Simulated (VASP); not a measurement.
# C: single point with PBEsol

Crystal: C.

```
CELL_PARAMETERS angstrom
1.77691 1.77691 0.00000
-1.77691 1.77691 0.00000
0.00000 0.00000 3.55381
ATOMIC_POSITIONS crystal
C 0.25000 0.50000 0.37500
C 0.75000 0.00000 0.87500
C 0.25000 0.00000 0.12500
C 0.75000 0.50000 0.62500
```

```
Program                : VASP 6.6.1
Task                   : single point
Functional             : PBEsol
Potentials or basis    : VASP PAW PBE potentials, release 64 (C)
Cutoff                 : 520 eV
k mesh                 : 12 × 12 × 9
Occupations            : fermi-dirac, width 0.02 eV
Spin                   : no spin polarisation
Dipole correction      : no
Further INCAR settings : ALGO = Normal; EDIFF = 1e-06; NBANDS = 16
```

```yaml
Pressure: 1.1 GPa
Band_gap_on_the_k_mesh: 4.04 eV
```

Levels at points of the mesh, in eV from the valence-band top:
```tsv
k point	band 5	band 6	band 7	band 8	band 9	band 10	band 11	band 12
(0.00, 0.00, 0.00)	-6.40	0.00	0.00	0.00	4.62	4.62	5.57	5.57
(0.50, 0.00, 0.00)	-7.75	-7.75	-3.06	-3.06	7.88	7.88	10.04	10.04
(0.50, 0.50, 0.00)	-6.40	-6.40	-6.40	-6.40	4.62	4.62	4.62	4.62
```

Run time: 33 s on 1 thread of Intel(R) Xeon(R) Platinum 8259CL CPU @ 2.50GHz (Skylake/Cascade Lake), with other jobs on the host, peak memory 0.15 GiB.

Caveat: the PAW data sets were made with another functional, which shifts forces and pressure a little. A k mesh can miss the band edges.
